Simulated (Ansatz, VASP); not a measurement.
# AlN in VASP and in Ansatz

```
Al N
1.0
     3.37141    0.00000    0.00000
    -1.68571    2.91973    0.00000
     0.00000    0.00000    4.16066
Al N
2 2
Direct
  0.33333 0.66667 0.75000
  0.66667 0.33333 0.25000
  0.33333 0.66667 0.25000
  0.66667 0.33333 0.75000
```

Alike in both runs: task single point; functional PBEsol; k mesh 9 × 9 × 6; occupations gaussian, width 0.05 eV; no spin polarisation.

|  | VASP | Ansatz |
| --- | --- | --- |
| version | VASP 6.6.1 | Ansatz 0.2.0 |
| potentials or method | VASP PAW PBE potentials, release 64 (Al, N), cutoff 520 eV | scalar-relativistic, plane waves, PAW |
| valence electrons in the cell | 16 | 16 |

```csv
,VASP,Ansatz,Ansatz less VASP
gap on the k mesh at the Fermi level (eV),3.05,3.04,-0.011
least direct gap on the mesh (eV),3.05,3.04,-0.011
pressure (GPa),-9.5,-9.5,+0.03
"traceless stress, the component that is largest in VASP (GPa)",2.64,2.62,-0.019
```

VASP's potentials were made for PBE, not for PBEsol, and Ansatz warns of the same on its side.
